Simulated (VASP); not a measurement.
# InW8C8 in VASP: relaxation of the atoms with PBE

Aim: the relaxation of the atoms of InW8C8 with PBE.

All numbers are computed with VASP 6.6.1; they aren't measurements. Logs are shortened: lines on timing, memory, paths and dates and some standing lists are left out, and cuts for length are marked.

**1. The cell of the first run**

The cell holds a slab with vacuum, 17 atoms: a = 5.801 Å, b = 5.801 Å, c = 15.247 Å, α = 90.00°, β = 90.00°, γ = 120.00°.

**2. Relaxation of the atoms, PBE**

Input file INCAR:

```
PREC = Accurate ; ENCUT = 520
EDIFF = 1E-6 ; ISMEAR = 0
SIGMA = 0.05 ; LREAL = Auto
LASPH = True ; NELM = 100
ALGO = Normal ; ISIF = 2
LWAVE = False ; LCHARG = False
GGA = PE ; IBRION = 2
NSW = 80 ; EDIFFG = -0.03
KPAR = 2
```

Input file KPOINTS:

```
Automatic mesh
0
Gamma
  3 3 1
```

Input file POSCAR:

```
InW8C8
1.0
    5.8006000000      0.0000000000      0.0000000000
   -2.9003000000      5.0234670000      0.0000000000
    0.0000000000      0.0000000000     15.2466500000
W C In
8 8 1
Selective dynamics
Direct
    0.0000000000      0.0000000000      0.0655882000  F F F
    0.0000000000      0.0000000000      0.2512749000  T T T
    0.0000000000      0.5000000000      0.0655882000  F F F
    0.0000000000      0.5000000000      0.2512749000  T T T
    0.5000000000      0.0000000000      0.0655882000  F F F
    0.5000000000      0.0000000000      0.2512749000  T T T
    0.5000000000      0.5000000000      0.0655882000  F F F
    0.5000000000      0.5000000000      0.2512749000  T T T
    0.3333333000      0.1666667000      0.1584315000  T T T
    0.3333333000      0.1666667000      0.3441182000  T T T
    0.3333333000      0.6666667000      0.1584315000  T T T
    0.3333333000      0.6666667000      0.3441182000  T T T
    0.8333333000      0.1666667000      0.1584315000  T T T
    0.8333333000      0.1666667000      0.3441182000  T T T
    0.8333333000      0.6666667000      0.1584315000  T T T
    0.8333333000      0.6666667000      0.3441182000  T T T
    0.6660999000      0.8217480000      0.4457799000  T T T
```

Potentials or basis: VASP PAW PBE potentials, release 64 (W_sv, C, In_d).

Run with:

```sh
$ cat potpaw_PBE.64/W_sv/POTCAR potpaw_PBE.64/C/POTCAR potpaw_PBE.64/In_d/POTCAR > POTCAR
$ mpirun -np 2 vasp_std > vasp.out
```

OUTCAR:

```text
PREC = Accurate
   ENCUT = 520
   EDIFF = 1E-6
   ISMEAR = 0
   LREAL = Auto
   LASPH = True
   NELM = 100
   ISIF = 2
   GGA = PE
   IBRION = 2
   NSW = 80
   EDIFFG = -0.03

 ion  position               nearest neighbor table
   1  0.000  0.000  0.066-   9 2.19  15 2.19  13 2.19   2 2.83   5 2.90   5 2.90   3 2.90   3 2.90
                             7 2.90   7 2.90
   2  0.000  0.000  0.251-  10 2.19  16 2.19  14 2.19   9 2.19  15 2.19  13 2.19   1 2.83   6 2.90
                             6 2.90   8 2.90   4 2.90   4 2.90   8 2.90  17 3.41
   3  0.000  0.500  0.066-  11 2.19  13 2.19  15 2.19   4 2.83   7 2.90   7 2.90   5 2.90   1 2.90
                             1 2.90   5 2.90
   4  0.000  0.500  0.251-  12 2.19  14 2.19  16 2.19  11 2.19  13 2.19  15 2.19   3 2.83   8 2.90
                             8 2.90   2 2.90   2 2.90   6 2.90   6 2.90
   5  0.500  0.000  0.066-  13 2.19  11 2.19   9 2.19   6 2.83   1 2.90   1 2.90   3 2.90   7 2.90
                             7 2.90   3 2.90
   6  0.500  0.000  0.251-  14 2.19  12 2.19  10 2.19  13 2.19  11 2.19   9 2.19   5 2.83   2 2.90
                             2 2.90   8 2.90   8 2.90   4 2.90   4 2.90  17 3.43
   7  0.500  0.500  0.066-  15 2.19   9 2.19  11 2.19   8 2.83   3 2.90   3 2.90   5 2.90   5 2.90
                             1 2.90   1 2.90
   8  0.500  0.500  0.251-  16 2.19  10 2.19  12 2.19  15 2.19   9 2.19  11 2.19   7 2.83   4 2.90
                             4 2.90   2 2.90   6 2.90   6 2.90   2 2.90  17 3.38
   9  0.333  0.167  0.158-   1 2.19   7 2.19   5 2.19   2 2.19   8 2.19   6 2.19
  10  0.333  0.167  0.344-   2 2.19   8 2.19   6 2.19
  11  0.333  0.667  0.158-   3 2.19   5 2.19   7 2.19   4 2.19   6 2.19   8 2.19
  12  0.333  0.667  0.344-   4 2.19   6 2.19   8 2.19  17 2.28
  13  0.833  0.167  0.158-   5 2.19   3 2.19   1 2.19   6 2.19   4 2.19   2 2.19
  14  0.833  0.167  0.344-   6 2.19   4 2.19   2 2.19  17 2.33
  15  0.833  0.667  0.158-   7 2.19   1 2.19   3 2.19   8 2.19   2 2.19   4 2.19
  16  0.833  0.667  0.344-   8 2.19   2 2.19   4 2.19  17 2.24
  17  0.666  0.822  0.446-  16 2.24  12 2.28  14 2.33   8 3.38   2 3.41   6 3.43

  LATTYP: Found a hexagonal cell.
 ALAT       =     5.8006000000
 C/A-ratio  =     2.6284608489

  Lattice vectors:

 A1 = (   5.8006000000,   0.0000000000,   0.0000000000)
 A2 = (  -2.9003000000,   5.0234670000,   0.0000000000)
 A3 = (   0.0000000000,   0.0000000000,  15.2466500000)

Analysis of symmetry for initial positions (statically):
=====================================================================
 Subroutine PRICEL returns:
 Original cell was already a primitive cell.

 Routine SETGRP: Setting up the symmetry group for a
 hexagonal supercell.

 Subroutine GETGRP returns: Found  1 space group operations
 (whereof  1 operations were pure point group operations)
 out of a pool of 24 trial point group operations.

The static configuration has the point symmetry C_1 .

Analysis of symmetry for dynamics (positions and initial velocities):
=====================================================================
 Subroutine PRICEL returns:
 Original cell was already a primitive cell.

 Routine SETGRP: Setting up the symmetry group for a
 hexagonal supercell.

 Subroutine GETGRP returns: Found  1 space group operations
 (whereof  1 operations were pure point group operations)
 out of a pool of 24 trial point group operations.

The dynamic configuration has the point symmetry C_1 .

Analysis of constrained symmetry for selective dynamics:
=====================================================================
 Subroutine PRICEL returns:
 Original cell was already a primitive cell.

 Routine SETGRP: Setting up the symmetry group for a
 hexagonal supercell.

 Subroutine GETGRP returns: Found  1 space group operations
 (whereof  1 operations were pure point group operations)
 out of a pool of 24 trial point group operations.

The constrained configuration has the point symmetry C_1 .

 Subroutine INISYM returns: Found  1 space group operations
 (whereof  1 operations are pure point group operations),
 and found     1 'primitive' translations

----------------------------------------------------------------------------------------

                                     Primitive cell

  volume of cell :     444.2740

[... 66 lines left out ...]
     0.000000000  0.000000000  0.000000000

 Subroutine IBZKPT returns following result:
 ===========================================

 Found      5 irreducible k-points:

 Following reciprocal coordinates:
            Coordinates               Weight
  0.000000  0.000000  0.000000      1.000000
  0.333333 -0.000000  0.000000      2.000000
  0.000000  0.333333  0.000000      2.000000
 -0.333333  0.333333  0.000000      2.000000
  0.333333  0.333333  0.000000      2.000000
   k-points           NKPTS =      5   k-points in BZ     NKDIM =      5   number of bands    NBANDS=     94
   number of dos      NEDOS =    301   number of ions     NIONS =     17
   total plane-waves  NPLWV = 276480
   dimension x,y,z NGX =    48 NGY =   48 NGZ =  120
   dimension x,y,z NGXF=    96 NGYF=   96 NGZF=  240
   ions per type =               8   8   1
   NGX,Y,Z   is equivalent  to a cutoff of  13.76, 13.76, 13.08 a.u.
   NGXF,Y,Z  is equivalent  to a cutoff of  27.51, 27.51, 26.17 a.u.
 SYSTEM =  unknown system
   PREC   = accura    normal or accurate (medium, high low for compatibility)
   ISTART =      0    job   : 0-new  1-cont  2-samecut
   ICHARG =      2    charge: 1-file 2-atom 10-const
   ISPIN  =      1    spin polarized calculation?
   LNONCOLLINEAR =      F non collinear calculations
   LSORBIT =      F    spin-orbit coupling
   LASPH  =      T    aspherical Exc in radial PAW
   ENCUT  =  520.0 eV  38.22 Ry    6.18 a.u.  10.79 10.79 28.35*2*pi/ulx,y,z
   NELM   =    100;   NELMIN=  2; NELMDL= -5     # of ELM steps
   EDIFF  = 0.1E-05   stopping-criterion for ELM
   LREAL  =      T    real-space projection
   EDIFFG = -.3E-01   stopping-criterion for IOM
   NSW    =     80    number of steps for IOM
   IBRION =      2    ionic relax: 0-MD 1-quasi-New 2-CG
   NFREE  =      1    steps in history (QN), initial steepest desc. (CG)
   ISIF   =      2    stress and relaxation
   ISYM   =      2    0-nonsym 1-usesym 2-fastsym
   POTIM  = 0.5000    time-step for ionic-motion
   TEBEG  =    0.0;   TEEND  =   0.0 temperature during run
   PSTRESS=    0.0 pullay stress
   NELECT =     157.0000    total number of electrons
   NUPDOWN=      -1.0000    fix difference up-down
   EMIN   =  10.00;   EMAX   =-10.00  energy-range for DOS
   EFERMI =   0.00;   METHOD = LEGACY
   ISMEAR =     0;   SIGMA  =   0.05  broadening in eV -4-tet -1-fermi 0-gaus
   EFERMI_NEDOS =   21; number of points for ismear=-14 and -15
   IALGO  =     38    algorithm
   IMIX   =      4    mixing-type and parameters
     AMIX     =   0.40;   BMIX     =  1.00
     AMIX_MAG =   1.60;   BMIX_MAG =  1.00
  volume/ion in A,a.u.               =      26.13       176.36
  Fermi-wavevector in a.u.,A,eV,Ry     =   1.157420  2.187207 18.226659  1.339622
  Thomas-Fermi vector in A             =   2.294032
   LORBIT       =      0    0 simple, 1 ext, 2 COOP (PROOUT), +10 PAW based schemes
   GGA     = PE    functional components
   LHFCALC =     F    Hartree Fock is set to
   AEXX    =    0.0000 exact exchange contribution
   IVDW    =     0    specifies the selected vdW correction
   LEPSILON=     F    determine dielectric tensor
   LRPA    =     F    only Hartree local field effects (RPA)
 conjugate gradient relaxation of ions
 non-spin polarized calculation
 Gauss-broadening in eV      SIGMA  =   0.05
  energy-cutoff  :      520.00
  volume of cell :      444.27
 maximum number of plane-waves:     11985
 NGX is ok and might be reduce to    48
   NGX = 21   NGY = 21   NGZ = 57

--------------------------------------- Ionic step        1  -------------------------------------------

 number of electron     156.9999992 magnetization

 Free energy of the ion-electron system (eV)
  ---------------------------------------------------
  ext. energy  EPLUGINS =         0.00000000
  ---------------------------------------------------
  free energy    TOTEN  =      -163.55030147 eV

  energy without entropy =     -163.51485198  energy(sigma->0) =     -163.53257672

------------------------ aborting loop because EDIFF is reached ----------------------------------------

  FORCE on cell =-STRESS in cart. coord.  units (eV):
  Direction    XX          YY          ZZ          XY          YZ          ZX
  --------------------------------------------------------------------------------------
  -------------------------------------------------------------------------------------
  Total       -1.6334283     -2.2707389    -21.4148555     -0.1843607     -0.1138228      0.0409709
  in kB       -5.8906031     -8.1889248    -77.2280070     -0.6648567     -0.4104771      0.1477527
  external PRESSURE =     -30.4358450 kB  Pullay stress =       0.0000000 kB
[... 134 lines left out ...]
  FREE ENERGIE OF THE ION-ELECTRON SYSTEM (eV)
  ---------------------------------------------------
  free  energy   TOTEN  =      -165.8711437801 eV

  energy  without entropy=     -165.8373812821  energy(sigma->0) =     -165.85426253

[... ionic steps 4 to 25 ...]

--------------------------------------- Ionic step       26  -------------------------------------------

 number of electron     156.9999996 magnetization

------------------------ aborting loop because EDIFF is reached ----------------------------------------
[... 97 lines left out ...]
--------------------------------------- Ionic step       28  -------------------------------------------

 number of electron     156.9999996 magnetization

 Free energy of the ion-electron system (eV)
  ---------------------------------------------------
  ext. energy  EPLUGINS =         0.00000000
  ---------------------------------------------------
  free energy    TOTEN  =      -166.15438200 eV

  energy without entropy =     -166.14277079  energy(sigma->0) =     -166.14857640

 E-fermi :   1.9260     XC(G=0):  -7.1446

 val. band max:        1.9004886841   @ k =  -0.3333   0.3333   0.0000
 cond. band min:       1.9264809586   @ k =   0.0000   0.3333   0.0000
 fundamental gap:      0.0259922744
 Fermi energy:         1.9260012401

 k-point     1 :       0.0000    0.0000    0.0000
  band No.  band energies     occupation
      1     -72.1054      2.00000
      2     -72.0825      2.00000
      3     -72.0524      2.00000
      4     -72.0377      2.00000
      5     -72.0339      2.00000
      6     -72.0318      2.00000
[... 454 lines left out ...]
     89       4.1202      0.00000
     90       4.3856      0.00000
 [bands above 90 left out]

------------------------ aborting loop because EDIFF is reached ----------------------------------------

  FORCE on cell =-STRESS in cart. coord.  units (eV):
  Direction    XX          YY          ZZ          XY          YZ          ZX
  --------------------------------------------------------------------------------------
  -------------------------------------------------------------------------------------
  Total        8.8926201      6.9264085     -0.1682690     -0.4504787     -0.0301809      0.0078568
  in kB       32.0692956     24.9785822     -0.6068255     -1.6245533     -0.1088409      0.0283339
  external PRESSURE =      18.8136841 kB  Pullay stress =       0.0000000 kB
[... 32 lines left out ...]
  FREE ENERGIE OF THE ION-ELECTRON SYSTEM (eV)
  ---------------------------------------------------
  free  energy   TOTEN  =      -166.1543820035 eV

  energy  without entropy=     -166.1427707940  energy(sigma->0) =     -166.14857640

 reached required accuracy - stopping structural energy minimisation
```

Run time: 60 min. Hardware: 2 MPI ranks of Intel Xeon Platinum 8259CL at 2.50GHz (Skylake/Cascade Lake), shared host; peak memory 0.75 GiB.

What came out:

```yaml
Free_energy: -166.1544 eV
Energy_gained_by_relaxing: 153.2 meV/atom
Ionic_steps: 28
Band_gap_on_the_k_mesh: zero (an odd number of electrons rules out a gap without spin polarisation)
```

The path:
```
step  energy change (eV)  largest force on free atoms (eV/Å)  pressure (GPa)
   1              0.0000                              5.0662           -3.04
   2             -0.9492                              5.2655            3.27
   3             -2.3208                              0.7124           -0.84
   4             -2.3206                              0.8180           -0.92
   5             -2.4406                              0.6129           -0.34
   6             -2.5579                              0.4758            1.63
   7             -2.5654                              0.4551            1.20
   8             -2.5811                              0.4196            1.54
   9             -2.5830                              0.2889            1.45
  10             -2.5909                              0.3012            1.74
  11             -2.5917                              0.2168            1.68
  12             -2.5971                              0.1330            1.83
  13             -2.5971                              0.1265            1.84
  14             -2.5999                              0.0845            1.83
  15             -2.6000                              0.1085            1.84
  16             -2.6008                              0.1169            1.96
  17             -2.6012                              0.0564            1.92
  18             -2.6019                              0.0625            1.92
  19             -2.6019                              0.0624            1.92
  20             -2.6024                              0.0511            1.90
  21             -2.6025                              0.0663            1.90
  22             -2.6027                              0.0561            1.90
  23             -2.6032                              0.0583            1.92
  24             -2.6033                              0.0836            1.93
  25             -2.6036                              0.0589            1.91
  26             -2.6038                              0.0424            1.91
  27             -2.6039                              0.0467            1.89
  28             -2.6041                              0.0282            1.88
```

Final structure:
```
W C In
1.0
     5.80060    0.00000    0.00000
    -2.90030    5.02347    0.00000
     0.00000    0.00000   15.24665
W C In
8 8 1
Direct
  0.00000 0.00000 0.06559
  0.99927 0.99773 0.25332
  0.00000 0.50000 0.06559
  0.99993 0.49838 0.25545
  0.50000 0.00000 0.06559
  0.49974 0.99790 0.25335
  0.50000 0.50000 0.06559
  0.50001 0.49876 0.25312
  0.33325 0.16757 0.15186
  0.33249 0.15921 0.32627
  0.33331 0.66819 0.15219
  0.32903 0.65397 0.33132
  0.83316 0.16748 0.15259
  0.83376 0.15987 0.33076
  0.83375 0.66793 0.15198
  0.83132 0.65464 0.33159
  0.66221 0.80959 0.44520
```

Caveat: the k points lie up to 0.42 Å⁻¹ apart, too coarse for converged energies and pressures of a metal; there is no dipole correction, which matters where the two faces differ; spin-orbit coupling is left out, which moves the levels of the heavy elements; an odd number of electrons without spin polarisation forces a metal; a magnetic or distorted state may lie lower.

The gap in the log of VASP goes by the Fermi energy; the results here count the filled bands.